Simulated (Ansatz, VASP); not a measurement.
One calculation of Ni, two programs

```xyz
1
Lattice="0.0000 1.7699 1.7699 1.7699 0.0000 1.7699 1.7699 1.7699 0.0000" Properties=species:S:1:pos:R:3 pbc="T T T"
Ni    0.0000    0.0000    0.0000
```

Alike in both runs: task single point; functional PBE; k mesh 13 × 13 × 13; occupations fermi-dirac, width 0.003 eV; collinear spin; Hubbard terms Ni d U = 6.2 eV.

```csv
,VASP,Ansatz
version,VASP 6.6.1,Ansatz 0.2.0
potentials or method,"VASP PAW PBE potentials, release 64 (Ni), cutoff 520 eV","PAW, plane waves, scalar-relativistic"
valence electrons in the cell,10,18
```

Ansatz gave:

```
pressure (GPa)                                                : -0.7
net moment per atom (μB)                                      : 0.66
size of the moment on the site where the two differ most (μB) : 0.73
```

**Question.** Estimate VASP's values.

**Answer.** Pressure (GPa): -10.7; net moment per atom (μB): 0.84; size of the moment on the site where the two differ most (μB): 0.89.

The net moments are unlike, so the other rows may belong to different states. Site moments also hang on the region over which each program counts them. The programs project onto different local orbitals, so the same U acts differently, and such runs can settle in different states. VASP's potentials hold 10 valence electrons a cell and Ansatz's 18, so a difference there can come from the potentials and not from the codes. Ansatz's warnings: filled band counts differ across k points.
